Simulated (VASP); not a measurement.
# Al (Fm-3m) in VASP: elastic constants with LDA

Aim: the elastic constants of Al with LDA.

Everything below comes from runs of VASP 6.6.1. Logs are shortened: lines on timing, memory, paths and dates and some standing lists are left out, and cuts for length are marked.

## Step 1: The cell of the first run

It takes space group Fm-3m (No. 225, cubic). The conventional cell has a = 3.982 Å, b = 3.982 Å, c = 3.982 Å, α = 90.00°, β = 90.00°, γ = 90.00°. Within 3.7 Å of Al (site symmetry m-3m) lie 12 Al at 2.82 Å.

## Step 2: Elastic constants, LDA

File INCAR:

```
PREC     = Accurate       # precision mode
ENCUT    = 600            # plane-wave cutoff, eV
EDIFF    = 1E-8           # SCF threshold, eV
ISMEAR   = -1             # smearing method
SIGMA    = 0.05           # smearing width, eV
LREAL    = False          # projectors in reciprocal space
LASPH    = True           # aspherical terms in the spheres
NELM     = 80             # most SCF steps
ALGO     = Normal         # electronic algorithm
ISIF     = 3              # what is computed and relaxed
LWAVE    = False          # write WAVECAR
LCHARG   = True           # write CHGCAR
IBRION   = 6              # ionic algorithm
NFREE    = 2            
POTIM    = 0.015          # step
NSW      = 1              # ionic steps
```

File KPOINTS:

```
Automatic mesh
0
Gamma
  24 24 24
```

File POSCAR:

```
Al
1.0
    0.0000000000      1.9911919821      1.9911919821
    1.9911919821      0.0000000000      1.9911919821
    1.9911919821      1.9911919821      0.0000000000
Al
1
Direct
    0.0000000000      0.0000000000      0.0000000000
```

Potentials or basis: VASP PAW LDA potentials, release 64 (Al).

Run with:

```
cat potpaw_LDA.64/Al/POTCAR > POTCAR
mpirun -np 1 vasp_std > vasp.out
```

OUTCAR:

```text
PREC = Accurate
   ENCUT = 600
   EDIFF = 1E-8
   ISMEAR = -1
   LREAL = False
   LASPH = True
   NELM = 80
   ISIF = 3
   IBRION = 6
   NFREE = 2
   POTIM = 0.015
   NSW = 1

 ion  position               nearest neighbor table
   1  0.000  0.000  0.000-

  LATTYP: Found a face centered cubic cell.
 ALAT       =     3.9823839642

  Lattice vectors:

 A1 = (   0.0000000000,   1.9911919821,   1.9911919821)
 A2 = (   1.9911919821,   0.0000000000,   1.9911919821)
 A3 = (   1.9911919821,   1.9911919821,   0.0000000000)

Analysis of symmetry for initial positions (statically):
=====================================================================
 Subroutine PRICEL returns:
 Original cell was already a primitive cell.

 Routine SETGRP: Setting up the symmetry group for a
 face centered cubic supercell.

 Subroutine GETGRP returns: Found 48 space group operations
 (whereof 48 operations were pure point group operations)
 out of a pool of 48 trial point group operations.

The static configuration has the point symmetry O_h .

Analysis of symmetry for dynamics (positions and initial velocities):
=====================================================================
 Subroutine PRICEL returns:
 Original cell was already a primitive cell.

 Routine SETGRP: Setting up the symmetry group for a
 face centered cubic supercell.

 Subroutine GETGRP returns: Found 48 space group operations
 (whereof 48 operations were pure point group operations)
 out of a pool of 48 trial point group operations.

The dynamic configuration has the point symmetry O_h .

 Subroutine INISYM returns: Found 48 space group operations
 (whereof 48 operations are pure point group operations),
 and found     1 'primitive' translations

----------------------------------------------------------------------------------------

                                     Primitive cell

  volume of cell :      15.7895

  direct lattice vectors                    reciprocal lattice vectors
     0.000000000  1.991191982  1.991191982    -0.251105873  0.251105873  0.251105873
     1.991191982  0.000000000  1.991191982     0.251105873 -0.251105873  0.251105873
     1.991191982  1.991191982  0.000000000     0.251105873  0.251105873 -0.251105873

  length of vectors
     2.815970706  2.815970706  2.815970706     0.434928129  0.434928129  0.434928129

  position of ions in fractional coordinates (direct lattice)
     0.000000000  0.000000000  0.000000000

  ion indices of the primitive-cell ions
   primitive index   ion index
                 1           1

----------------------------------------------------------------------------------------

 KPOINTS: Automatic mesh

Automatic generation of k-mesh.
 Grid dimensions read from file:
 generate k-points for:   24   24   24

 Generating k-lattice:

  Cartesian coordinates                     Fractional coordinates (reciprocal lattice)
    -0.010462745  0.010462745  0.010462745     0.041666667  0.000000000  0.000000000
     0.010462745 -0.010462745  0.010462745     0.000000000  0.041666667  0.000000000
     0.010462745  0.010462745 -0.010462745     0.000000000  0.000000000  0.041666667

  Length of vectors
     0.018122005  0.018122005  0.018122005

  Shift w.r.t. Gamma in fractional coordinates (k-lattice)
     0.000000000  0.000000000  0.000000000

 Subroutine IBZKPT returns following result:
[... 86 lines left out ...]

--------------------------------------- Ionic step        1  -------------------------------------------

 number of electron       3.0000000 magnetization

 Free energy of the ion-electron system (eV)
  ---------------------------------------------------
  ext. energy  EPLUGINS =         0.00000000
  ---------------------------------------------------
  free energy    TOTEN  =        -4.19198229 eV

  energy without entropy =       -4.18824265  energy(sigma->0) =       -4.19011247

------------------------ aborting loop because EDIFF is reached ----------------------------------------

  FORCE on cell =-STRESS in cart. coord.  units (eV):
  Direction    XX          YY          ZZ          XY          YZ          ZX
  --------------------------------------------------------------------------------------
  -------------------------------------------------------------------------------------
  Total        0.0072934      0.0072934      0.0072934     -0.0000000     -0.0000000      0.0000000
  in kB        0.7400642      0.7400642      0.7400642     -0.0000000     -0.0000000      0.0000000
  external PRESSURE =       0.7400642 kB  Pullay stress =       0.0000000 kB
[... 86 lines left out ...]
  FREE ENERGIE OF THE ION-ELECTRON SYSTEM (eV)
  ---------------------------------------------------
  free  energy   TOTEN  =        -4.1906727896 eV

  energy  without entropy=       -4.1871739389  energy(sigma->0) =       -4.18892336

[... ionic steps 4 to 12 ...]

--------------------------------------- Ionic step       13  -------------------------------------------

 number of electron       3.0000000 magnetization

------------------------ aborting loop because EDIFF is reached ----------------------------------------
[... 65 lines left out ...]
--------------------------------------- Ionic step       15  -------------------------------------------

 number of electron       3.0000000 magnetization

 Free energy of the ion-electron system (eV)
  ---------------------------------------------------
  ext. energy  EPLUGINS =         0.00000000
  ---------------------------------------------------
  free energy    TOTEN  =        -4.19198233 eV

  energy without entropy =       -4.18824269  energy(sigma->0) =       -4.19011251

 E-fermi :   8.2663     XC(G=0): -10.5077

 val. band max:        8.2391225947   @ k =  -0.4167   0.3750   0.0000
 cond. band min:       8.2699921156   @ k =  -0.3333   0.3750   0.0417
 fundamental gap:      0.0308695209
 Fermi energy:         8.2662644051

 k-point     1 :       0.0000    0.0000    0.0000
  band No.  band energies     occupation
      1      -3.1514      2.00000
      2      21.0666      0.00000
      3      21.0666      0.00000
      4      21.0666      0.00000
      5      22.7289      0.00000
[... 177 lines left out ...]
 k-point    24 :       0.4583    0.0417    0.0000
  band No.  band energies     occupation
      1       2.2960      2.00000
      2       5.2658      2.00000
      3      18.7123      0.00000
      4      19.2349      0.00000
      5      19.9673      0.00000

 [... further k-points ...]

------------------------ aborting loop because EDIFF is reached ----------------------------------------

  FORCE on cell =-STRESS in cart. coord.  units (eV):
  Direction    XX          YY          ZZ          XY          YZ          ZX
  --------------------------------------------------------------------------------------
  -------------------------------------------------------------------------------------
  Total        0.0072910      0.0072910      0.0072910     -0.0000000     -0.0000000     -0.0000000
  in kB        0.7398189      0.7398189      0.7398189     -0.0000000     -0.0000000     -0.0000000
  external PRESSURE =       0.7398189 kB  Pullay stress =       0.0000000 kB
[... 16 lines left out ...]
  FREE ENERGIE OF THE ION-ELECTRON SYSTEM (eV)
  ---------------------------------------------------
  free  energy   TOTEN  =        -4.1919823282 eV

  energy  without entropy=       -4.1882426868  energy(sigma->0) =       -4.19011251

 INTERNAL STRAIN TENSORS FROM STRAINED CELLS
 ============================================

 INTERNAL STRAIN TENSOR FOR ION    1 for displacements in x,y,z  (eV/Angst):
          X           Y           Z          XY          YZ          ZX
  --------------------------------------------------------------------------------
  x    -0.00000     0.00000     0.00000     0.00000     0.00000     0.00000
  y    -0.00000     0.00000    -0.00000    -0.00000    -0.00000    -0.00000
  z     0.00000     0.00000    -0.00000     0.00000    -0.00000    -0.00000

 INTERNAL STRAIN TENSORS FROM DISPLACED ATOMS
 ============================================

 INTERNAL STRAIN TENSOR FOR ION    1 for displacements in x,y,z  (eV/Angst):
          X           Y           Z          XY          YZ          ZX
  --------------------------------------------------------------------------------
  x     0.00000     0.00000     0.00000     0.00000     0.00000     0.00000
  y     0.00000     0.00000     0.00000     0.00000     0.00000     0.00000
  z     0.00000     0.00000     0.00000     0.00000     0.00000     0.00000

 Eigenvectors and eigenvalues of the dynamical matrix
 ----------------------------------------------------

   1 f/i=    0.000000 THz     0.000000 2PiTHz    0.000000 cm-1     0.000000 meV
             X         Y         Z           dx          dy          dz
      0.000000  0.000000  0.000000     0.707107   -0.707107    0.000000

   2 f/i=    0.000000 THz     0.000000 2PiTHz    0.000000 cm-1     0.000000 meV
             X         Y         Z           dx          dy          dz
      0.000000  0.000000  0.000000    -0.707107   -0.707107    0.000000

   3 f/i=    0.000000 THz     0.000000 2PiTHz    0.000000 cm-1     0.000000 meV
             X         Y         Z           dx          dy          dz
      0.000000  0.000000  0.000000     0.000000    0.000000    1.000000

--------------------------------------------------------------------------------------------------------

 ELASTIC MODULI CONTR FROM IONIC RELAXATION (kBar)
 Direction    XX          YY          ZZ          XY          YZ          ZX
 --------------------------------------------------------------------------------
 XX           0.0000      0.0000      0.0000      0.0000      0.0000      0.0000
 YY           0.0000      0.0000      0.0000      0.0000      0.0000      0.0000
 ZZ           0.0000      0.0000      0.0000      0.0000      0.0000      0.0000
 XY           0.0000      0.0000      0.0000      0.0000      0.0000      0.0000
 YZ           0.0000      0.0000      0.0000      0.0000      0.0000      0.0000
 ZX           0.0000      0.0000      0.0000      0.0000      0.0000      0.0000
 --------------------------------------------------------------------------------

 TOTAL ELASTIC MODULI (kBar)
 Direction    XX          YY          ZZ          XY          YZ          ZX
 --------------------------------------------------------------------------------
 XX        1061.6960    734.5014    734.5014     -0.0000      0.0000      0.0000
 YY         734.5014   1061.6960    734.5014      0.0000      0.0000      0.0000
 ZZ         734.5014    734.5014   1061.6960     -0.0000     -0.0000     -0.0000
 XY          -0.0000      0.0000     -0.0000    181.6667     -0.0000      0.0000
 YZ           0.0000      0.0000     -0.0000     -0.0000    181.6667      0.0000
 ZX           0.0000      0.0000     -0.0000      0.0000      0.0000    181.6667
 --------------------------------------------------------------------------------
```

It took 36 min on 1 thread of Oxide Virtual Turin-like, shared host; peak memory 0.65 GiB.

Results:

| Quantity | Value |
| --- | --- |
| Elastic constants C11, C12, C44 | 106, 73, 18 GPa |
| Voigt bulk modulus | 84 GPa |

Elastic tensor in Voigt notation (GPa, in the Cartesian axes of the cell as first typed):
```
106  73  73   0   0   0
 73 106  73   0   0   0
 73  73 106   0   0   0
  0   0   0  18   0   0
  0   0   0   0  18   0
  0   0   0   0   0  18
```

Clamped-ion elastic tensor (GPa):
```
106  73  73   0   0   0
 73 106  73   0   0   0
 73  73 106   0   0   0
  0   0   0  18   0   0
  0   0   0   0  18   0
  0   0   0   0   0  18
```
